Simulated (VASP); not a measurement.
Nd3Si2I, 6 atoms in the cell. It takes space group P-3m1 (No. 164, trigonal). The conventional cell has a = 4.312 Å, b = 4.312 Å, c = 11.233 Å, α = 90.00°, β = 90.00°, γ = 120.00°. Nd (site symmetry 3m) has 3 Si at 2.90 Å and 3 I at 3.42 Å within 3.8 Å. Nd (site symmetry -3m) has 6 Si at 3.06 Å and 12 Nd at 4.11 to 4.31 Å within 4.4 Å. Within 3.8 Å of Si (site symmetry 3m) lie 6 Nd at 2.90 to 3.06 Å. Within 4.6 Å of I (site symmetry -3m) lie 6 Nd at 3.42 Å and 6 I at 4.31 Å and 6 Si at 4.58 Å. The cell was built from a structure type or drawn by symmetry, and may not be a known phase.

```yaml
Program: VASP 6.6.1
Task: single point
Functional: PBE
Potentials_or_basis: VASP PAW PBE potentials, release 64 (Nd_3, Si, I), 4f in core
Cutoff: 500 eV
k_mesh: 12 × 12 × 4
Occupations: gaussian, width 0.1 eV
Spin: no spin polarisation
Dipole_correction: no
Mended: yes
Further_INCAR_settings: ALGO = Normal; EDIFF = 1e-06; NBANDS = 33
```

Potentials or basis: VASP PAW PBE potentials, release 64 (Nd_3, Si, I), 4f in core.

Launch:

```bash
$ cat potpaw_PBE.64/Nd_3/POTCAR potpaw_PBE.64/Si/POTCAR potpaw_PBE.64/I/POTCAR > POTCAR
$ mpirun -np 1 vasp_std > vasp.out
```

Hardware: 1 thread of Intel(R) Xeon(R) 6975P-C (Granite Rapids), on a shared host.

**Question.** Estimate the wall time of this run.

**Answer.** Wall time 3.1 min on 1 thread of Intel(R) Xeon(R) 6975P-C (Granite Rapids), on a shared host, peak memory 0.51 GiB. Counts: scf iterations 15, k points 69.
